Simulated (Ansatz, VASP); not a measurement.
**Two plane-wave programs on W**

File INCAR:

```
SYSTEM = W
  ALGO = Normal
  EDIFF = 1E-6
  ENCUT = 520
  GGA = CA
  ISIF = 2
  ISMEAR = 0
  LASPH = .TRUE.
  LCHARG = .TRUE.
  LELF = .TRUE.
  LREAL = .FALSE.
  LVHAR = .TRUE.
  LWAVE = .FALSE.
  NBANDS = 13
  NELM = 100
  PREC = Accurate
  SIGMA = 0.15
```

The input KPOINTS:

```
k-points
0
G
  20 20 20
  0 0 0
```

File POSCAR:

```
W
1.0
   -1.6151203733      1.6151203733      1.6151203733
    1.6151203733     -1.6151203733      1.6151203733
    1.6151203733      1.6151203733     -1.6151203733
W
1
Direct
    0.0000000000      0.0000000000      0.0000000000
```

Input for Ansatz:

```yaml
crystal:
  lattice:
    - [-1.6151203733, 1.6151203733, 1.6151203733]
    - [1.6151203733, -1.6151203733, 1.6151203733]
    - [1.6151203733, 1.6151203733, -1.6151203733]
  atoms:
    - { symbol: W, position: [0.0, 0.0, 0.0] }
basis:
  ecutwfc: 420
kpoints:
  mp_grid: { grid: [20, 20, 20] }
hamiltonian:
  xc: lda
  pseudopotentials: { kind: paw, azcp: { folder: soft_1 } }
scf:
  occupations: { method: gaussian, width: 0.15 }
output:
  forces: true
  stress: true
  eigenvalues: true
  write_density: true
  write_potential: true
  elf: true
  volumetric_format: npy
```

Change from the starting cell: equal engineering shear yz, xz and xy +0.0000, equal normal strain along x, y and z +0.0300.

Alike in both runs: task single point; functional LDA; k mesh 20 × 20 × 20; occupations gaussian, width 0.15 eV; no spin polarisation.

```csv
,VASP,Ansatz
version,VASP 6.6.1,Ansatz 0.2.0
potentials or method,"VASP PAW LDA potentials, release 64 (W_sv), cutoff 520 eV","scalar-relativistic, plane waves, PAW"
valence electrons in the cell,14,14
```

VASP gave:

| Property | Result |
| --- | --- |
| gap on the k mesh at the Fermi level (eV) | none |
| pressure (GPa) | -23.6 |

Problem. Estimate Ansatz's values.

Solution. gap on the k mesh at the Fermi level (eV): none; pressure (GPa): -24.9.

Ansatz warns that its potentials were made for another functional, while VASP's fit it. LDA's correlation is that of Perdew and Zunger in VASP and of Perdew and Wang (1992) in Ansatz. A gap of «none» marks a metal or a gap that the smearing closes.

Neither program's run includes spin-orbit coupling.
